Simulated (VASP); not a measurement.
A run of VASP 6.6.1 is set up as follows.

Contents of INCAR:

```
PREC     = Accurate       # precision mode
ENCUT    = 520            # plane-wave cutoff, eV
EDIFF    = 1E-8           # SCF threshold, eV
ISMEAR   = -1             # smearing method
SIGMA    = 0.03           # smearing width, eV
LREAL    = F              # projectors in reciprocal space
LASPH    = T              # aspherical terms in the spheres
NELM     = 60             # most SCF steps
ALGO     = Normal         # electronic algorithm
ISIF     = 2              # what is computed and relaxed
LWAVE    = F              # write WAVECAR
LCHARG   = F              # write CHGCAR
GGA      = PE             # functional
LEFG     = T            
NBANDS   = 18             # bands
```

Contents of KPOINTS:

```
regular mesh
0
Gamma
  14 14 8
```

File POSCAR:

```
Au
1.0
    2.8999984104      0.0000000000      0.0000000000
   -1.4499992052      2.5114722944      0.0000000000
    0.0000000000      0.0000000000      4.8800000000
Au
2
Direct
    0.3333333333      0.6666666667      0.7500000000
    0.6666666667      0.3333333333      0.2500000000
```

Potentials or basis: VASP PAW PBE potentials, release 64 (Au).

Launch:

```bash
$ cat potpaw_PBE.64/Au/POTCAR > POTCAR
$ mpirun -np 1 vasp_std > vasp.out
```

**Question.** Estimate the band gap on the k mesh.

**Answer.** Zero (band 11 reaches 12.56 eV, above the bottom of band 12 at 6.20 eV).

**Question.** Predict the pressure.

**Answer.** 1.8 GPa.

Electric field gradients, principal values (V/Å²):
| atom | least | middle | greatest (by size) |
| --- | --- | --- | --- |
| 1 Au | -10.963 | -10.963 | 21.926 |
| 2 Au | -10.963 | -10.963 | 21.926 |

Caveat: without QUAD_EFG the Cq values of the log hold for a quadrupole moment of 1 mb, not for the nuclei; spin-orbit coupling is left out, which moves the levels of the heavy elements.
